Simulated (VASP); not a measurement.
Wanted: the native input for a VASP 6.6.1 run.

```
Task                   : relaxation of cell and atoms
Functional             : PBE
Potentials or basis    : VASP PAW PBE potentials, release 64 (V_sv)
Cutoff                 : 600 eV
k mesh                 : 12 × 12 × 12
Occupations            : gaussian, width 0.1 eV
Spin                   : no spin polarisation
Dipole correction      : no
Further INCAR settings : ALGO = Normal; EDIFF = 1e-06; IBRION = 2; EDIFFG = -0.04; NSW = 90; ISIF = 3
```

The structure of V lies in POSCAR:

```
V
1.0
    2.1815497093      1.2595183119      0.8162677457
   -2.1815497093      1.2595183119      0.8162677457
    0.0000000000     -2.5190366238      0.8162677457
V
1
Direct
    0.0000000000      0.0000000000      0.0000000000
```

One way to write it, as run:

INCAR

```
SYSTEM = V
ALGO = Normal
EDIFF = 1E-6
EDIFFG = -0.04
ENCUT = 600
GGA = PE
IBRION = 2
ISIF = 3
ISMEAR = 0
LASPH = .TRUE.
LCHARG = .FALSE.
LREAL = .FALSE.
LWAVE = .FALSE.
NELM = 60
NSW = 90
PREC = Accurate
SIGMA = 0.1
```

KPOINTS

```
k-points
0
G
  12 12 12
  0 0 0
```

Potentials or basis: VASP PAW PBE potentials, release 64 (V_sv).

Run with:

```bash
$ cat potpaw_PBE.64/V_sv/POTCAR > POTCAR
$ mpirun -np 1 vasp_std > vasp.out
```

It gave:

```json
{
  "Pressure after relaxing": "0.4 GPa",
  "Band gap on the k mesh": "zero (an odd number of electrons rules out a gap without spin polarisation)"
}
```

Caveat: the relaxation stopped at its first step, so nothing moved.

Run time: 17 s on 1 thread of AMD EPYC 9R45 96-Core Processor (Zen 5) (shared host), peak memory 0.13 GiB.
